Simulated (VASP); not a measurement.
Here is a VASP 6.6.1 calculation.

The input INCAR:

```
SYSTEM = Ca2Zn
PREC = Accurate
ENCUT = 520
EDIFF = 1E-6
ISMEAR = -1
SIGMA = 0.05
LREAL = .False.
LASPH = .True.
NELM = 80
ALGO = Normal
ISIF = 2
LWAVE = .False.
LCHARG = .False.
GGA = CA
NBANDS = 41
```

The input KPOINTS:

```
Automatic mesh
0
Gamma
  3 3 6
  0 0 0
```

File POSCAR:

```
Ca2Zn
1.0
    7.3915941095      0.0000000000      0.0000000000
    0.0000000000      7.3915941095      0.0000000000
    0.0000000000      0.0000000000      3.9129666125
Ca Zn
4 2
Direct
    0.2821600000      0.2821600000      0.0000000000
    0.7178400000      0.7178400000      0.0000000000
    0.2178400000      0.7821600000      0.5000000000
    0.7821600000      0.2178400000      0.5000000000
    0.0000000000      0.0000000000      0.0000000000
    0.5000000000      0.5000000000      0.5000000000
```

Potentials or basis: VASP PAW LDA potentials, release 64 (Ca_sv, Zn).

The run is started by

```bash
$ cat potpaw_LDA.64/Ca_sv/POTCAR potpaw_LDA.64/Zn/POTCAR > POTCAR
$ mpirun -np 1 vasp_std > vasp.out
```

Estimate the pressure.

-1.8 GPa.

Estimate the largest force.

0.040 eV/Å.

Estimate the band gap on the k mesh.

zero (bands 32 and 33 overlap by 0.27 eV).

Stress tensor (GPa, compression positive):
```
-2.25  0.00  0.00
 0.00 -2.25  0.00
 0.00  0.00 -0.93
```
